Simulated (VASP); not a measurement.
# BAs (P6_3/mmc) in VASP: further runs

The runs below take BAs through single point, with PBE.

Everything below comes from runs of VASP 6.6.1. Logs are shortened: lines on timing, memory, paths and dates and some standing lists are left out, and cuts for length are marked.

## (1) The cell of the first run

The structure is hexagonal, space group P6_3/mmc (No. 194). The conventional cell has a = 3.315 Å, b = 3.315 Å, c = 9.792 Å, α = 90.00°, β = 90.00°, γ = 120.00°. B (site symmetry -6m2) has 3 As at 1.91 Å within 2.5 Å. Within 2.5 Å of As (site symmetry -6m2) lie 3 B at 1.91 Å.

## (2) Single point, PBE (volume changed by -6%)

The input, INCAR:

```
PREC = Accurate
ENCUT = 520
EDIFF = 1E-7
ISMEAR = 0
SIGMA = 0.01
LREAL = F
LASPH = T
NELM = 60
ALGO = Normal
ISIF = 2
LWAVE = F
LCHARG = F
GGA = PE
NBANDS = 16
```

The input, KPOINTS:

```
Automatic mesh
0
Gamma
  9 9 2
```

The input, POSCAR:

```
BAs
1.0
    3.3152577438      0.0000000000      0.0000000000
   -1.6576288719      2.8710974262      0.0000000000
    0.0000000000      0.0000000000      9.7920864056
B As
2 2
Direct
    0.3333333333      0.6666666667      0.2500000000
    0.6666666667      0.3333333333      0.7500000000
    0.6666666667      0.3333333333      0.2500000000
    0.3333333333      0.6666666667      0.7500000000
```

Potentials or basis: VASP PAW PBE potentials, release 64 (B, As).

Run with:

```bash
cat potpaw_PBE.64/B/POTCAR potpaw_PBE.64/As/POTCAR > POTCAR
mpirun -np 1 vasp_std > vasp.out
```

OUTCAR:

```text
PREC = Accurate
   ENCUT = 520
   EDIFF = 1E-7
   ISMEAR = 0
   LREAL = F
   LASPH = T
   NELM = 60
   ISIF = 2
   GGA = PE

 ion  position               nearest neighbor table
   1  0.333  0.667  0.250-   3 1.91   3 1.91   3 1.91
   2  0.667  0.333  0.750-   4 1.91   4 1.91   4 1.91
   3  0.667  0.333  0.250-   1 1.91   1 1.91   1 1.91
   4  0.333  0.667  0.750-   2 1.91   2 1.91   2 1.91

  LATTYP: Found a hexagonal cell.
 ALAT       =     3.3152577438
 C/A-ratio  =     2.9536425709

  Lattice vectors:

 A1 = (   3.3152577438,   0.0000000000,   0.0000000000)
 A2 = (  -1.6576288719,   2.8710974262,   0.0000000000)
 A3 = (   0.0000000000,   0.0000000000,   9.7920864056)

Analysis of symmetry for initial positions (statically):
[... 10 lines left out ...]

The static configuration has the point symmetry D_3d.
 The point group associated with its full space group is D_6h.

Analysis of symmetry for dynamics (positions and initial velocities):
[... 10 lines left out ...]

The dynamic configuration has the point symmetry D_3d.
 The point group associated with its full space group is D_6h.

 Subroutine INISYM returns: Found 24 space group operations
[... 5 lines left out ...]
                                     Primitive cell

  volume of cell :      93.2053

  direct lattice vectors                    reciprocal lattice vectors
     3.315257744  0.000000000  0.000000000     0.301635673  0.174149437  0.000000000
    -1.657628872  2.871097426  0.000000000     0.000000000  0.348298874  0.000000000
     0.000000000  0.000000000  9.792086406     0.000000000  0.000000000  0.102123282

  length of vectors
     3.315257744  3.315257744  9.792086406     0.348298874  0.348298874  0.102123282

  position of ions in fractional coordinates (direct lattice)
     0.333333333  0.666666667  0.250000000
     0.666666667  0.333333333  0.750000000
     0.666666667  0.333333333  0.250000000
     0.333333333  0.666666667  0.750000000

  ion indices of the primitive-cell ions
   primitive index   ion index
                 1           1
                 2           2
                 3           3
                 4           4

----------------------------------------------------------------------------------------

 KPOINTS: Automatic mesh

Automatic generation of k-mesh.
 Grid dimensions read from file:
 generate k-points for:    9    9    2

 Generating k-lattice:

  Cartesian coordinates                     Fractional coordinates (reciprocal lattice)
     0.033515075  0.019349937  0.000000000     0.111111111  0.000000000  0.000000000
     0.000000000  0.038699875  0.000000000     0.000000000  0.111111111  0.000000000
     0.000000000  0.000000000  0.051061641     0.000000000  0.000000000  0.500000000

  Length of vectors
     0.038699875  0.038699875  0.051061641

  Shift w.r.t. Gamma in fractional coordinates (k-lattice)
     0.000000000  0.000000000  0.000000000

 Subroutine IBZKPT returns following result:
 ===========================================

 Found     24 irreducible k-points:

 Following reciprocal coordinates:
            Coordinates               Weight
  0.000000  0.000000  0.000000      1.000000
  0.111111  0.000000  0.000000      6.000000
  0.222222 -0.000000  0.000000      6.000000
  0.333333  0.000000  0.000000      6.000000
  0.444444 -0.000000  0.000000      6.000000
  0.111111  0.111111  0.000000      6.000000
[... 16 lines left out ...]
  0.333333  0.222222  0.500000     12.000000
  0.333333  0.333333  0.500000      2.000000
   k-points           NKPTS =     24   k-points in BZ     NKDIM =     24   number of bands    NBANDS=     16
   number of dos      NEDOS =    301   number of ions     NIONS =      4
   total plane-waves  NPLWV =  62720
   dimension x,y,z NGX =    28 NGY =   28 NGZ =   80
   dimension x,y,z NGXF=    56 NGYF=   56 NGZF=  160
   ions per type =               2   2
   NGX,Y,Z   is equivalent  to a cutoff of  14.04, 14.04, 13.58 a.u.
   NGXF,Y,Z  is equivalent  to a cutoff of  28.08, 28.08, 27.16 a.u.
 SYSTEM =  unknown system
   PREC   = accura    normal or accurate (medium, high low for compatibility)
   ISTART =      0    job   : 0-new  1-cont  2-samecut
   ICHARG =      2    charge: 1-file 2-atom 10-const
   ISPIN  =      1    spin polarized calculation?
   LNONCOLLINEAR =      F non collinear calculations
   LSORBIT =      F    spin-orbit coupling
   LASPH  =      T    aspherical Exc in radial PAW
   ENCUT  =  520.0 eV  38.22 Ry    6.18 a.u.   6.16  6.16 18.21*2*pi/ulx,y,z
   NELM   =     60;   NELMIN=  2; NELMDL= -5     # of ELM steps
   EDIFF  = 0.1E-06   stopping-criterion for ELM
   LREAL  =      F    real-space projection
   EDIFFG = 0.1E-05   stopping-criterion for IOM
   NSW    =      0    number of steps for IOM
   IBRION =     -1    ionic relax: 0-MD 1-quasi-New 2-CG
   NFREE  =      0    steps in history (QN), initial steepest desc. (CG)
   ISIF   =      2    stress and relaxation
   ISYM   =      2    0-nonsym 1-usesym 2-fastsym
   POTIM  = 0.5000    time-step for ionic-motion
   TEBEG  =    0.0;   TEEND  =   0.0 temperature during run
   PSTRESS=    0.0 pullay stress
   NELECT =      16.0000    total number of electrons
   NUPDOWN=      -1.0000    fix difference up-down
   EMIN   =  10.00;   EMAX   =-10.00  energy-range for DOS
   EFERMI =   0.00;   METHOD = LEGACY
   ISMEAR =     0;   SIGMA  =   0.01  broadening in eV -4-tet -1-fermi 0-gaus
   EFERMI_NEDOS =   21; number of points for ismear=-14 and -15
   IALGO  =     38    algorithm
   IMIX   =      4    mixing-type and parameters
     AMIX     =   0.40;   BMIX     =  1.00
     AMIX_MAG =   1.60;   BMIX_MAG =  1.00
  volume/ion in A,a.u.               =      23.30       157.25
  Fermi-wavevector in a.u.,A,eV,Ry     =   0.909846  1.719360 11.263177  0.827820
  Thomas-Fermi vector in A             =   2.033939
   LORBIT       =      0    0 simple, 1 ext, 2 COOP (PROOUT), +10 PAW based schemes
   GGA     = PE    functional components
   LHFCALC =     F    Hartree Fock is set to
   AEXX    =    0.0000 exact exchange contribution
   IVDW    =     0    specifies the selected vdW correction
   LEPSILON=     F    determine dielectric tensor
   LRPA    =     F    only Hartree local field effects (RPA)
 non-spin polarized calculation
 Gauss-broadening in eV      SIGMA  =   0.01
  energy-cutoff  :      520.00
  volume of cell :       93.21
 maximum number of plane-waves:      2534
 NGX is ok and might be reduce to    28
   NGX = 13   NGY = 13   NGZ = 37

 number of electron      15.9999999 magnetization

 Free energy of the ion-electron system (eV)
  ---------------------------------------------------
  ext. energy  EPLUGINS =         0.00000000
  ---------------------------------------------------
  free energy    TOTEN  =       -21.18420858 eV

  energy without entropy =      -21.18420858  energy(sigma->0) =      -21.18420858

 E-fermi :   1.4132     XC(G=0):  -7.6097

 val. band max:        1.3449347878   @ k =   0.3333   0.3333   0.5000
 cond. band min:       2.0399591008   @ k =   0.3333   0.3333   0.5000
 fundamental gap:      0.6950243130
 Fermi energy:         1.4132387217

 k-point     1 :       0.0000    0.0000    0.0000
  band No.  band energies     occupation
      1     -12.8149      2.00000
      2     -12.7809      2.00000
      3      -3.1155      2.00000
      4      -2.5510      2.00000
      5      -0.1308      2.00000
      6      -0.1308      2.00000
[... 8 lines left out ...]
     15       6.3921      0.00000
     16       7.7171      0.00000

 k-point     2 :       0.1111    0.0000    0.0000
  band No.  band energies     occupation
      1     -12.6349      2.00000
      2     -12.6013      2.00000
      3      -2.9102      2.00000
      4      -2.3497      2.00000
      5      -1.1881      2.00000
      6      -1.1751      2.00000
[... 8 lines left out ...]
     15       7.2931      0.00000
     16       7.7678      0.00000

 k-point     3 :       0.2222   -0.0000    0.0000
  band No.  band energies     occupation
      1     -12.1058      2.00000
      2     -12.0737      2.00000
      3      -3.2495      2.00000
      4      -3.2311      2.00000
      5      -2.3040      2.00000
      6      -1.7572      2.00000
[... 8 lines left out ...]
     15       8.9523      0.00000
     16       9.0408      0.00000

 k-point     4 :       0.3333    0.0000    0.0000
  band No.  band energies     occupation
      1     -11.2814      2.00000
      2     -11.2524      2.00000
      3      -5.3141      2.00000
      4      -5.2926      2.00000
      5      -1.9249      2.00000
      6      -1.9128      2.00000
[... 8 lines left out ...]
     15      10.1177      0.00000
     16      11.2834      0.00000

 k-point     5 :       0.4444   -0.0000    0.0000
  band No.  band energies     occupation
      1     -10.4077      2.00000
      2     -10.3869      2.00000
      3      -6.8458      2.00000
      4      -6.8259      2.00000
      5      -2.2858      2.00000
      6      -2.2733      2.00000
[... 8 lines left out ...]
     15       9.9917      0.00000
     16      11.6496      0.00000

 k-point     6 :       0.1111    0.1111    0.0000
  band No.  band energies     occupation
      1     -12.2799      2.00000
      2     -12.2473      2.00000
      3      -2.5347      2.00000
      4      -2.5188      2.00000
      5      -2.5040      2.00000
      6      -1.9523      2.00000
[... 8 lines left out ...]
     15       7.3203      0.00000
     16       8.6655      0.00000

 k-point     7 :       0.2222    0.1111    0.0000
  band No.  band energies     occupation
      1     -11.5975      2.00000
      2     -11.5670      2.00000
      3      -4.3781      2.00000
      4      -4.3589      2.00000
      5      -2.2439      2.00000
      6      -2.2277      2.00000
[... 8 lines left out ...]
     15       8.6379      0.00000
     16       8.9282      0.00000

 k-point     8 :       0.3333    0.1111    0.0000
  band No.  band energies     occupation
      1     -10.7012      2.00000
      2     -10.6759      2.00000
      3      -6.1365      2.00000
      4      -6.1160      2.00000
      5      -2.8499      2.00000
      6      -2.8325      2.00000
[... 8 lines left out ...]
     15       9.8071      0.00000
     16      10.8416      0.00000

 k-point     9 :       0.4444    0.1111    0.0000
  band No.  band energies     occupation
      1     -10.1290      2.00000
      2     -10.1134      2.00000
      3      -7.0115      2.00000
      4      -6.9948      2.00000
      5      -3.0547      2.00000
      6      -3.0370      2.00000
[... 8 lines left out ...]
     15       8.9661      0.00000
     16      10.5399      0.00000
[... 172 lines left out ...]
 k-point    19 :       0.2222    0.1111    0.5000
  band No.  band energies     occupation
      1     -11.5824      2.00000
      2     -11.5824      2.00000
      3      -4.3686      2.00000
      4      -4.3686      2.00000
      5      -2.2358      2.00000
      6      -2.2358      2.00000
[... 8 lines left out ...]
     15       8.6114      0.00000
     16       8.6114      0.00000

 k-point    20 :       0.3333    0.1111    0.5000
  band No.  band energies     occupation
      1     -10.6886      2.00000
      2     -10.6886      2.00000
      3      -6.1264      2.00000
      4      -6.1264      2.00000
      5      -2.8413      2.00000
      6      -2.8413      2.00000
[... 8 lines left out ...]
     15      10.1066      0.00000
     16      10.1066      0.00000

 k-point    21 :       0.4444    0.1111    0.5000
  band No.  band energies     occupation
      1     -10.1212      2.00000
      2     -10.1212      2.00000
      3      -7.0033      2.00000
      4      -7.0033      2.00000
      5      -3.0459      2.00000
      6      -3.0459      2.00000
[... 8 lines left out ...]
     15       9.7599      0.00000
     16       9.7599      0.00000

 k-point    22 :       0.2222    0.2222    0.5000
  band No.  band energies     occupation
      1     -10.8056      2.00000
      2     -10.8056      2.00000
      3      -5.5390      2.00000
      4      -5.5390      2.00000
      5      -3.5287      2.00000
      6      -3.5287      2.00000
[... 8 lines left out ...]
     15       8.7222      0.00000
     16       8.7222      0.00000

 k-point    23 :       0.3333    0.2222    0.5000
  band No.  band energies     occupation
      1     -10.0181      2.00000
      2     -10.0181      2.00000
      3      -6.5932      2.00000
      4      -6.5932      2.00000
      5      -4.2261      2.00000
      6      -4.2261      2.00000
[... 8 lines left out ...]
     15       9.5752      0.00000
     16       9.5752      0.00000

 k-point    24 :       0.3333    0.3333    0.5000
  band No.  band energies     occupation
      1      -9.6776      2.00000
      2      -9.6776      2.00000
      3      -6.6940      2.00000
      4      -6.6940      2.00000
      5      -4.9158      2.00000
      6      -4.9158      2.00000
[... 8 lines left out ...]
     15      10.3907      0.00000
     16      10.3907      0.00000

------------------------ aborting loop because EDIFF is reached ----------------------------------------

  FORCE on cell =-STRESS in cart. coord.  units (eV):
  Direction    XX          YY          ZZ          XY          YZ          ZX
  --------------------------------------------------------------------------------------
  -------------------------------------------------------------------------------------
  Total        4.8234126      4.8234126      0.0212938      0.0000000      0.0000000     -0.0000000
  in kB       82.9133635     82.9133635      0.3660348      0.0000000      0.0000000     -0.0000000
  external PRESSURE =      55.3975873 kB  Pullay stress =       0.0000000 kB

 VOLUME and BASIS-vectors are now :
 -----------------------------------------------------------------------------
  energy-cutoff  :      520.00
  volume of cell :       93.21
      direct lattice vectors                 reciprocal lattice vectors
     3.315257744  0.000000000  0.000000000     0.301635673  0.174149437  0.000000000
    -1.657628872  2.871097426  0.000000000     0.000000000  0.348298874  0.000000000
     0.000000000  0.000000000  9.792086406     0.000000000  0.000000000  0.102123282

 POSITION                                       TOTAL-FORCE (eV/Angst)
 -----------------------------------------------------------------------------------
     -0.00000      1.91406      2.44802        -0.000000      0.000000      0.000000
      1.65763      0.95703      7.34406         0.000000     -0.000000      0.000000
      1.65763      0.95703      2.44802         0.000000      0.000000      0.000000
     -0.00000      1.91406      7.34406         0.000000     -0.000000      0.000000
 -----------------------------------------------------------------------------------
    total drift:                               -0.000000      0.000000      0.000000

  FREE ENERGIE OF THE ION-ELECTRON SYSTEM (eV)
  ---------------------------------------------------
  free  energy   TOTEN  =       -21.1842085778 eV

  energy  without entropy=      -21.1842085778  energy(sigma->0) =      -21.18420858
```

Wall time 25 s (1 thread of AMD EPYC 9R45 (Zen 5), shared host); peak memory 0.21 GiB.

Results:

```yaml
Free_energy: -21.1842 eV
Pressure: 5.5 GPa
Band_gap_on_the_k_mesh: 0.70 eV, direct
```

Caveat: this functional lacks dispersion, which binds the layers, so the pressure and a relaxed spacing across them are unreliable. A k mesh can miss the band edges.

(Part 1 of 2 ends here.)
